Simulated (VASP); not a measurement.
# Rh (P6_3/mmc) in VASP: notebook

Aim: see how the results for Rh move with the level of theory and the settings. Levels: BLYP+D3(BJ), PBEsol, LDA. Tasks: relaxation of cell and atoms.

All numbers are computed with VASP 6.6.1; they aren't measurements. Logs are shortened: lines on timing, memory, paths and dates and some standing lists are left out, and cuts for length are marked.

### Step 1. The cell of the first run

The structure is hexagonal, space group P6_3/mmc (No. 194). The conventional cell has a = 2.692 Å, b = 2.692 Å, c = 8.798 Å, α = 90.00°, β = 90.00°, γ = 120.00°. Rh (site symmetry -3m) has 12 Rh at 2.69 Å within 3.5 Å. Rh (site symmetry -6m2) has 12 Rh at 2.69 Å within 3.5 Å.

### Step 2. Relaxation of cell and atoms, BLYP+D3(BJ)

Contents of INCAR:

```
SYSTEM = Rh
AGGAC = 1.0 ; AGGAX = 1.0
ALDAC = 0.0 ; ALDAX = 1.0
ALGO = Normal ; EDIFF = 1E-6
EDIFFG = -0.02 ; ENCUT = 600
GGA = B5 ; IBRION = 2
ISIF = 3 ; ISMEAR = -1
IVDW = 12 ; LASPH = .True.
LCHARG = .False. ; LREAL = .False.
LWAVE = .False. ; NELM = 80
NSW = 80 ; PREC = Accurate
SIGMA = 0.05 ; VDW_A1 = 0.4298
VDW_A2 = 4.2359 ; VDW_S6 = 1.0
VDW_S8 = 2.6996
```

Contents of KPOINTS:

```
k-points
0
Gamma
  10 10 3
  0 0 0
```

Contents of POSCAR:

```
Rh
1.0
    2.6917450000      0.0000000000      0.0000000000
   -1.3458720000      2.3311190000      0.0000000000
    0.0000000000      0.0000000000      8.7980700000
Rh
4
Direct
    0.0000000000      0.0000000000      0.0000000000
    0.3333333333      0.6666666667      0.2500000000
    0.0000000000      0.0000000000      0.5000000000
    0.6666666667      0.3333333333      0.7500000000
```

Potentials or basis: VASP PAW PBE potentials, release 64 (Rh_pv).

Run with:

```
$ cat potpaw_PBE.64/Rh_pv/POTCAR > POTCAR
$ mpirun -np 1 vasp_std > vasp.out
```

OUTCAR:

```text
SYSTEM = Rh
   EDIFF = 1E-6
   EDIFFG = -0.02
   ENCUT = 600
   GGA = B5
   IBRION = 2
   ISIF = 3
   ISMEAR = -1
   IVDW = 12
   LASPH = .True.
   LREAL = .False.
   NELM = 80
   NSW = 80
   PREC = Accurate
 IVDW          = 12

 ion  position               nearest neighbor table
   1  0.000  0.000  0.000-   2 2.69   4 2.69   4 2.69   2 2.69   4 2.69   2 2.69
   2  0.333  0.667  0.250-   1 2.69   3 2.69   1 2.69   3 2.69   1 2.69   3 2.69
   3  0.000  0.000  0.500-   2 2.69   4 2.69   4 2.69   2 2.69   4 2.69   2 2.69
   4  0.667  0.333  0.750-   1 2.69   3 2.69   1 2.69   3 2.69   1 2.69   3 2.69

  LATTYP: Found a hexagonal cell.
 ALAT       =     2.6917450000
 C/A-ratio  =     3.2685376958

  Lattice vectors:

 A1 = (   2.6917450000,   0.0000000000,   0.0000000000)
 A2 = (  -1.3458720000,   2.3311190000,   0.0000000000)
 A3 = (   0.0000000000,   0.0000000000,   8.7980700000)

Analysis of symmetry for initial positions (statically):
=====================================================================
 Subroutine PRICEL returns:
 Original cell was already a primitive cell.

 Routine SETGRP: Setting up the symmetry group for a
 hexagonal supercell.

 Subroutine GETGRP returns: Found 24 space group operations
 (whereof 12 operations were pure point group operations)
 out of a pool of 24 trial point group operations.

The static configuration has the point symmetry D_3d.
 The point group associated with its full space group is D_6h.

Analysis of symmetry for dynamics (positions and initial velocities):
=====================================================================
 Subroutine PRICEL returns:
 Original cell was already a primitive cell.

 Routine SETGRP: Setting up the symmetry group for a
 hexagonal supercell.

 Subroutine GETGRP returns: Found 24 space group operations
 (whereof 12 operations were pure point group operations)
 out of a pool of 24 trial point group operations.

The dynamic configuration has the point symmetry D_3d.
 The point group associated with its full space group is D_6h.

 Subroutine INISYM returns: Found 24 space group operations
 (whereof 12 operations are pure point group operations),
 and found     1 'primitive' translations

----------------------------------------------------------------------------------------

                                     Primitive cell

  volume of cell :      55.2059

  direct lattice vectors                    reciprocal lattice vectors
     2.691745000  0.000000000  0.000000000     0.371506216  0.214489185  0.000000000
    -1.345872000  2.331119000  0.000000000     0.000000000  0.428978529  0.000000000
     0.000000000  0.000000000  8.798070000     0.000000000  0.000000000  0.113661292

  length of vectors
     2.691745000  2.691744273  8.798070000     0.428978413  0.428978529  0.113661292

  position of ions in fractional coordinates (direct lattice)
     0.000000000  0.000000000  0.000000000
     0.333333333  0.666666667  0.250000000
     0.000000000  0.000000000  0.500000000
     0.666666667  0.333333333  0.750000000

  ion indices of the primitive-cell ions
   primitive index   ion index
                 1           1
                 2           2
                 3           3
                 4           4

----------------------------------------------------------------------------------------

 KPOINTS: k-points

Automatic generation of k-mesh.
 Grid dimensions read from file:
 generate k-points for:   10   10    3

 Generating k-lattice:

  Cartesian coordinates                     Fractional coordinates (reciprocal lattice)
     0.037150622  0.021448918  0.000000000     0.100000000  0.000000000  0.000000000
     0.000000000  0.042897853  0.000000000     0.000000000  0.100000000  0.000000000
     0.000000000  0.000000000  0.037887097     0.000000000  0.000000000  0.333333333

  Length of vectors
     0.042897841  0.042897853  0.037887097

  Shift w.r.t. Gamma in fractional coordinates (k-lattice)
     0.000000000  0.000000000  0.000000000

 Subroutine IBZKPT returns following result:
 ===========================================

 Found     28 irreducible k-points:

 Following reciprocal coordinates:
            Coordinates               Weight
  0.000000  0.000000  0.000000      1.000000
  0.100000 -0.000000  0.000000      6.000000
  0.200000 -0.000000  0.000000      6.000000
  0.300000  0.000000  0.000000      6.000000
  0.400000 -0.000000  0.000000      6.000000
  0.500000  0.000000  0.000000      3.000000
[... 16 lines left out ...]
  0.300000  0.100000  0.333333     24.000000
  0.400000  0.100000  0.333333     24.000000
 [... further k-points ...]
   k-points           NKPTS =     28   k-points in BZ     NKDIM =     28   number of bands    NBANDS=     36
   number of dos      NEDOS =    301   number of ions     NIONS =      4
   total plane-waves  NPLWV =  40320
   dimension x,y,z NGX =    24 NGY =   24 NGZ =   70
   dimension x,y,z NGXF=    48 NGYF=   48 NGZF=  140
[... 49 lines left out ...]
 NGX is ok and might be reduce to    24
   NGX = 11   NGY = 11   NGZ = 35

--------------------------------------- Ionic step        1  -------------------------------------------

 number of electron      59.9999981 magnetization

 Free energy of the ion-electron system (eV)
  ---------------------------------------------------
  ext. energy  EPLUGINS =         0.00000000
  ---------------------------------------------------
  free energy    TOTEN  =       -24.37392567 eV

  energy without entropy =      -24.32316066  energy(sigma->0) =      -24.34854317

------------------------ aborting loop because EDIFF is reached ----------------------------------------

 Edisp (eV)   -5.95052

 E8    (eV) :    -4.4305

  FORCE on cell =-STRESS in cart. coord.  units (eV):
  Direction    XX          YY          ZZ          XY          YZ          ZX
  --------------------------------------------------------------------------------------
  -------------------------------------------------------------------------------------
  Total       0.35830     0.35830     0.58422     0.00000     0.00000    -0.00000
  in kB      10.39849    10.39849    16.95507     0.00000     0.00000    -0.00000
  external pressure =       12.58 kB  Pullay stress =        0.00 kB

 VOLUME and BASIS-vectors are now :
 -----------------------------------------------------------------------------
  energy-cutoff  :      600.00
  volume of cell :       55.21
      direct lattice vectors                 reciprocal lattice vectors
     2.691745000  0.000000000  0.000000000     0.371506216  0.214489185  0.000000000
    -1.345872000  2.331119000  0.000000000     0.000000000  0.428978529  0.000000000
     0.000000000  0.000000000  8.798070000     0.000000000  0.000000000  0.113661292
[... 43 lines left out ...]
 POSITION                                       TOTAL-FORCE (eV/Angst)
 -----------------------------------------------------------------------------------
      0.00000      0.00000      8.86006        -0.000000      0.000000     -0.000000
      0.00000      1.56080      2.21502         0.000000      0.000000     -0.000000
      0.00000      0.00000      4.43003        -0.000000      0.000000     -0.000000
      1.35169      0.78040      6.64505        -0.000000     -0.000000      0.000000
 -----------------------------------------------------------------------------------
    total drift:                               -0.000000      0.000000      0.000000

  FREE ENERGIE OF THE ION-ELECTRON SYSTEM (eV)
  ---------------------------------------------------
  free  energy   TOTEN  =       -30.3201098900 eV

  energy  without entropy=      -30.2681530775  energy(sigma->0) =      -30.29413148

--------------------------------------- Ionic step        3  -------------------------------------------

 number of electron      59.9999981 magnetization

 Free energy of the ion-electron system (eV)
  ---------------------------------------------------
  ext. energy  EPLUGINS =         0.00000000
  ---------------------------------------------------
  free energy    TOTEN  =       -24.40531349 eV

  energy without entropy =      -24.35418555  energy(sigma->0) =      -24.37974952

 E-fermi :  12.3134     XC(G=0): -13.3269

 val. band max:       12.3009971839   @ k =   0.3000   0.1000   0.3333
 cond. band min:      12.3158446082   @ k =   0.4000  -0.0000   0.3333
 fundamental gap:      0.0148474242
 Fermi energy:        12.3134068140

 k-point     1 :       0.0000    0.0000    0.0000
  band No.  band energies     occupation
      1     -34.6192      2.00000
      2     -34.2730      2.00000
      3     -34.2615      2.00000
      4     -34.0153      2.00000
      5     -34.0153      2.00000
      6     -33.9774      2.00000
[... 925 lines left out ...]
     35      17.1073      0.00000
     36      18.2965      0.00000

 [... further k-points ...]

------------------------ aborting loop because EDIFF is reached ----------------------------------------

 Edisp (eV)   -5.92026

 E8    (eV) :    -4.4078

  FORCE on cell =-STRESS in cart. coord.  units (eV):
  Direction    XX          YY          ZZ          XY          YZ          ZX
  --------------------------------------------------------------------------------------
  -------------------------------------------------------------------------------------
  Total      -0.07591    -0.07591     0.05276    -0.00000     0.00000     0.00000
  in kB      -2.19236    -2.19236     1.52383    -0.00000     0.00000     0.00000
  external pressure =       -0.95 kB  Pullay stress =        0.00 kB

 VOLUME and BASIS-vectors are now :
 -----------------------------------------------------------------------------
  energy-cutoff  :      600.00
  volume of cell :       55.47
      direct lattice vectors                 reciprocal lattice vectors
     2.695340819  0.000000001 -0.000000000     0.371010595  0.214203038  0.000000000
    -1.347669908  2.334233068  0.000000000    -0.000000000  0.428406235  0.000000000
     0.000000000  0.000000000  8.817233754     0.000000000 -0.000000000  0.113414255

 POSITION                                       TOTAL-FORCE (eV/Angst)
 -----------------------------------------------------------------------------------
      0.00000      0.00000     -0.00000         0.000000      0.000000     -0.000000
      0.00000      1.55616      2.20431         0.000000     -0.000000      0.000000
      0.00000      0.00000      4.40862         0.000000      0.000000     -0.000000
      1.34767      0.77808      6.61293        -0.000000      0.000000     -0.000000
 -----------------------------------------------------------------------------------
    total drift:                               -0.000000      0.000000      0.000000

  FREE ENERGIE OF THE ION-ELECTRON SYSTEM (eV)
  ---------------------------------------------------
  free  energy   TOTEN  =       -30.3255715376 eV

  energy  without entropy=      -30.2744435997  energy(sigma->0) =      -30.30000757

 reached required accuracy - stopping structural energy minimisation
```

It took 3 min on 1 thread of Intel Xeon Platinum 8259CL at 2.50GHz (Skylake/Cascade Lake), shared host; peak memory 0.23 GiB.

Results:

| Quantity | Value |
| --- | --- |
| Free energy | -30.3256 eV |
| Relaxed volume | 13.87 Å³/atom |
| Relaxed cell | a = 2.695 Å, b = 2.695 Å, c = 8.817 Å, α = 90.00°, β = 90.00°, γ = 120.00° |
| Space group after relaxing (to 0.05 Å) | P6_3/mmc (No. 194) |
| Energy gained by relaxing | 0.3 meV/atom |
| Ionic steps | 3 |
| Pressure after relaxing | -0.1 GPa |
| Band gap on the k mesh | zero (band 30 reaches 13.10 eV, above the bottom of band 31 at 11.26 eV) |
| Dispersion energy per atom | -1.480 eV |

Step by step:
```csv
step,energy change (eV),largest force (eV/Å),pressure (GPa),volume (Å³)
1,0.0000,0.0000,1.26,55.21
2,0.0043,0.0000,-2.83,56.08
3,-0.0011,0.0000,-0.10,55.47
```

Final structure:
```xyz
4
Lattice="2.6953 0.0000 0.0000 -1.3477 2.3342 0.0000 0.0000 0.0000 8.8172" Properties=species:S:1:pos:R:3 pbc="T T T"
Rh    0.0000    0.0000    0.0000
Rh    0.0000    1.5562    2.2043
Rh    0.0000    0.0000    4.4086
Rh    1.3477    0.7781    6.6129
```

Levels at points of the mesh, in eV from the Fermi level:
```
           k point  band 26  band 27  band 28  band 29  band 30  band 31  band 32  band 33
(0.00, 0.00, 0.00)    -2.63    -2.63    -1.46    -1.46    -0.87    -0.87    -0.38    -0.38
(0.50, 0.00, 0.00)     0.49     0.51     0.56     0.62     0.78     0.79     0.83     1.51
```

Caveat: the PAW data sets were made with another functional, which shifts forces and pressure a little; pairwise dispersion overbinds metals, which lowers pressure and volume.

### Step 3. Relaxation of cell and atoms, PBEsol

Contents of INCAR:

```
PREC     = Accurate       # precision mode
ENCUT    = 600            # plane-wave cutoff, eV
EDIFF    = 1E-7           # SCF threshold, eV
ISMEAR   = -1             # smearing method
SIGMA    = 0.05           # smearing width, eV
LREAL    = False          # projectors in reciprocal space
LASPH    = True           # aspherical terms in the spheres
NELM     = 80             # most SCF steps
ALGO     = Normal         # electronic algorithm
ISIF     = 3              # what is computed and relaxed
LWAVE    = False          # write WAVECAR
LCHARG   = False          # write CHGCAR
GGA      = PS             # functional
IBRION   = 2              # ionic algorithm
NSW      = 80             # ionic steps
EDIFFG   = -0.02          # ionic threshold
```

Contents of KPOINTS:

```
Automatic mesh
0
Gamma
  10 10 3
```

POSCAR is that of step 2.

Potentials or basis: VASP PAW PBE potentials, release 64 (Rh_pv).

Run with:

```
$ cat potpaw_PBE.64/Rh_pv/POTCAR > POTCAR
$ mpirun -np 1 vasp_std > vasp.out
```

Wall time 3.1 min (1 thread of Intel Xeon Platinum 8259CL at 2.50GHz (Skylake/Cascade Lake), shared host); peak memory 0.22 GiB.

The run converged. Its results:

```yaml
Free_energy: -32.5264 eV
Relaxed_volume: 13.51 Å³/atom
Relaxed_cell: a = 2.672 Å, b = 2.672 Å, c = 8.740 Å, α = 90.00°, β = 90.00°, γ = 120.00°
Space_group_after_relaxing_to_0.05_Å: P6_3/mmc (No. 194)
Energy_gained_by_relaxing: 5.4 meV/atom
Ionic_steps: 4
Pressure_after_relaxing: 0.0 GPa
Band_gap_on_the_k_mesh: zero (band 30 reaches 12.96 eV, above the bottom of band 31 at 11.05 eV)
```

Stress tensor (GPa, compression positive):
```
-0.11  0.00  0.00
 0.00 -0.11  0.00
 0.00  0.00  0.21
```

Step by step:
```
step  energy change (eV)  largest force (eV/Å)  pressure (GPa)  volume (Å³)
   1              0.0000                0.0000           -5.91        55.21
   2              0.1294                0.0000           18.17        51.24
   3             -0.0217                0.0000           -0.13        54.08
   4             -0.0217                0.0000           -0.01        54.05
```

Final structure:
```yaml
crystal:
  lattice:
    - [2.67235, 0.00000, 0.00000]
    - [-1.33617, 2.31432, 0.00000]
    - [0.00000, 0.00000, 8.74013]
  atoms:
    - { symbol: Rh, position: [0.00000, 0.00000, 0.00000] }
    - { symbol: Rh, position: [0.33333, 0.66667, 0.25000] }
    - { symbol: Rh, position: [0.00000, 0.00000, 0.50000] }
    - { symbol: Rh, position: [0.66667, 0.33333, 0.75000] }
```

Levels at points of the mesh, in eV from the Fermi level:
```
           k point  band 25  band 26  band 27  band 28  band 29  band 30  band 31  band 32  band 33  band 34
(0.00, 0.00, 0.00)    -2.88    -2.76    -2.76    -1.51    -1.51    -0.90    -0.90    -0.38    -0.38     0.41
(0.50, 0.00, 0.00)    -1.63     0.54     0.55     0.59     0.65     0.83     0.83     0.87     1.13     2.18
```

Caveat: the PAW data sets were made with another functional, which shifts forces and pressure a little.

### Step 4. Relaxation of cell and atoms, LDA

Contents of INCAR:

```
ALGO = Normal
EDIFF = 1E-7
EDIFFG = -0.02
ENCUT = 600
GGA = CA
IBRION = 2
ISIF = 3
ISMEAR = -1
LASPH = True
LCHARG = False
LREAL = False
LWAVE = False
NELM = 100
NSW = 80
PREC = Accurate
SIGMA = 0.05
```

Contents of KPOINTS:

```
k-points
0
Gamma
  10 10 3
```

POSCAR is that of step 3.

Potentials or basis: VASP PAW LDA potentials, release 64 (Rh_pv).

Run with:

```
$ cat potpaw_LDA.64/Rh_pv/POTCAR > POTCAR
$ mpirun -np 1 vasp_std > vasp.out
```

Wall time 2.7 min (1 thread of Intel Xeon Platinum 8259CL at 2.50GHz (Skylake/Cascade Lake), shared host); peak memory 0.2 GiB.

It converged, with:

* Free energy: -34.7069 eV
* Relaxed volume: 13.28 Å³/atom
* Relaxed cell: a = 2.657 Å, b = 2.657 Å, c = 8.689 Å, α = 90.00°, β = 90.00°, γ = 120.00°
* Space group after relaxing (to 0.05 Å): P6_3/mmc (No. 194)
* Energy gained by relaxing: 18.9 meV/atom
* Ionic steps: 4
* Pressure after relaxing: -0.1 GPa
* Band gap on the k mesh: zero (band 30 reaches 13.28 eV, above the bottom of band 31 at 11.31 eV)

Stress tensor (GPa, compression positive):
```
-0.19  0.00  0.00
 0.00 -0.19  0.00
 0.00  0.00  0.16
```

Step by step:
| step | energy change (eV) | largest force (eV/Å) | pressure (GPa) | volume (Å³) |
| --- | --- | --- | --- | --- |
| 1 | 0.0000 | 0.0000 | -11.12 | 55.21 |
| 2 | 0.5452 | 0.0000 | 42.41 | 47.90 |
| 3 | -0.0757 | 0.0000 | -0.49 | 53.19 |
| 4 | -0.0758 | 0.0000 | -0.07 | 53.12 |

Final structure:
```xyz
4
Lattice="2.6568 0.0000 0.0000 -1.3284 2.3009 0.0000 0.0000 0.0000 8.6892" Properties=species:S:1:pos:R:3 pbc="T T T"
Rh    2.6568    0.0000    8.6892
Rh    0.0000    1.5339    2.1723
Rh    2.6568    0.0000    4.3446
Rh    1.3284    0.7670    6.5169
```

Levels at points of the mesh, in eV from the Fermi level:
```csv
k point,band 27,band 28,band 29,band 30,band 31,band 32
"(0.00, 0.00, 0.00)",-2.85,-1.55,-1.55,-0.93,-0.93,-0.40
"(0.50, 0.00, 0.00)",0.56,0.61,0.67,0.85,0.85,0.89
```

### Step 5. Overview

| level | potentials or basis | gap on the mesh (eV) | pressure (GPa) | relaxed volume (Å³/atom) |
| --- | --- | --- | --- | --- |
| BLYP+D3(BJ) | VASP PAW PBE potentials, release 64 (Rh_pv) | none | -0.1 | 13.87 |
| PBEsol | VASP PAW PBE potentials, release 64 (Rh_pv) | none | 0.0 | 13.51 |
| LDA | VASP PAW LDA potentials, release 64 (Rh_pv) | none | -0.1 | 13.28 |

Alike in all rows: task relaxation of cell and atoms; no spin polarisation; cell relaxed; k mesh 10 × 10 × 3; cutoff (eV) 600; smearing fermi-dirac 0.05 eV.

Caveats: the PAW data sets were made with another functional, which shifts forces and pressure a little (some runs); pairwise dispersion overbinds metals, which lowers pressure and volume (some runs).

Absolute energies hang on the potentials; compare differences alone.
